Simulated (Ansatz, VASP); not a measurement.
## Two plane-wave programs on Sb

INCAR

```
PREC = Accurate
ENCUT = 520
EDIFF = 1E-6
ISMEAR = -1
SIGMA = 0.05
LREAL = False
LASPH = True
NELM = 100
ALGO = Normal
ISIF = 2
LWAVE = False
LCHARG = True
LELF = True
LVHAR = True
NBANDS = 12
```

File KPOINTS:

```
Automatic mesh
0
Gamma
  9 9 5
```

The input POSCAR:

```
Sb
1.0
    3.3545324186      0.0000000000      0.0000000000
   -1.6772662093      2.9051102923      0.0000000000
    0.0000000000      0.0000000000      5.4701606500
Sb
2
Direct
    0.6666666667      0.3333333333      0.7500000000
    0.3333333333      0.6666666667      0.2500000000
```

input.yaml

```yaml
crystal:
  lattice:
    - [3.3545324186, 0.0, 0.0]
    - [-1.6772662093, 2.9051102923, 0.0]
    - [0.0, 0.0, 5.47016065]
  atoms:
    - { symbol: Sb, position: [0.6666666667, 0.3333333333, 0.75] }
    - { symbol: Sb, position: [0.3333333333, 0.6666666667, 0.25] }
hamiltonian:
  xc: lda
  pseudopotentials: { kind: paw }
kpoints:
  mp_grid: { grid: [9, 9, 5] }
scf:
  occupations: { method: fermi_dirac, width: 0.05 }
output:
  forces: true
  stress: true
  eigenvalues: true
  write_density: true
  write_potential: true
  elf: true
  volumetric_format: npy
```

Alike in both runs: task single point; functional LDA; k mesh 9 × 9 × 5; occupations fermi-dirac, width 0.05 eV; no spin polarisation.

|  | VASP | Ansatz |
| --- | --- | --- |
| version | VASP 6.6.1 | Ansatz 0.2.0 |
| potentials or method | VASP PAW LDA potentials, release 64 (Sb) | Ansatz PAW |
| plane-wave cutoff (eV) | 520 | 420 |
| valence electrons in the cell | 10 | 30 |

```tsv
	VASP	Ansatz	Ansatz less VASP
gap on the k mesh at the Fermi level (eV)	none	none	-
pressure (GPa)	-2.7	-2.7	-0.05
traceless stress, the component that is largest in VASP (GPa)	-0.24	-0.26	-0.021
```

LDA's correlation is that of Perdew and Zunger in VASP and of Perdew and Wang (1992) in Ansatz. A gap of «none» marks a metal or a gap that the smearing closes. VASP's potentials hold 10 valence electrons a cell and Ansatz's 30, so a difference there can come from the potentials and not from the codes.

Spin-orbit coupling is off throughout.
